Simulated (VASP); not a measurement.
A run of VASP 6.6.1 is set up as follows.

Contents of INCAR:

```
PREC = Accurate
ENCUT = 600
EDIFF = 1E-6
ISMEAR = 0
SIGMA = 0.1
LREAL = False
LASPH = True
NELM = 100
ALGO = Fast
ISIF = 3
LWAVE = False
LCHARG = False
GGA = PE
IBRION = 2
NSW = 90
EDIFFG = -0.04
```

The input KPOINTS:

```
Automatic mesh
0
Gamma
  4 4 4
```

POSCAR

```
K
1.0
    7.3206508685      0.0000000000      0.0000000000
    0.0000000000      7.3206508685      0.0000000000
    0.0000000000      0.0000000000      6.9398893392
K
4
Direct
    0.3333300000      0.3333300000      0.5000000000
    0.3333300000      0.6666700000      0.0000000000
    0.6666700000      0.3333300000      0.0000000000
    0.6666700000      0.6666700000      0.5000000000
```

Potentials or basis: VASP PAW PBE potentials, release 64 (K_sv).

Run with:

```bash
$ cat potpaw_PBE.64/K_sv/POTCAR > POTCAR
$ mpirun -np 1 vasp_std > vasp.out
```

Problem. Estimate the space group after relaxing (to 0.1 Å).

Solution. P4_2/mcm (No. 132).

Problem. Predict the relaxed cell.

Solution. a = 7.112 Å, b = 7.112 Å, c = 5.859 Å, α = 90.00°, β = 90.00°, γ = 90.00°.

Step by step:
```tsv
step	energy change (eV)	largest force (eV/Å)	pressure (GPa)	volume (Å³)
1	0.0000	0.7882	0.52	371.92
2	-0.1514	0.6448	0.30	388.42
3	-0.3805	0.3148	-0.17	440.84
4	-0.3947	0.2530	-0.26	455.19
5	-0.3962	0.2345	-0.28	460.14
6	-0.4592	0.2396	-0.28	443.33
7	-0.6417	0.2555	-0.24	395.29
8	-0.9271	0.2825	0.06	309.57
9	0.1315	0.2244	4.93	175.88
10	-0.8972	0.3395	0.37	289.20
11	-0.9015	0.3146	0.81	258.59
12	-0.9416	0.2577	0.78	256.36
13	-0.9981	0.0772	0.84	249.69
14	-1.0511	0.0662	0.54	261.84
15	-1.0970	0.0538	0.20	281.45
16	-1.0834	0.0335	-0.26	323.57
17	-1.1066	0.0449	-0.02	298.01
18	-1.1066	0.0455	0.00	296.76
19	-1.1073	0.0458	0.00	296.66
20	-1.1090	0.0381	0.00	296.36
```

Caveat: the volume moved by over 15 % at a fixed basis, so the end points are rough.
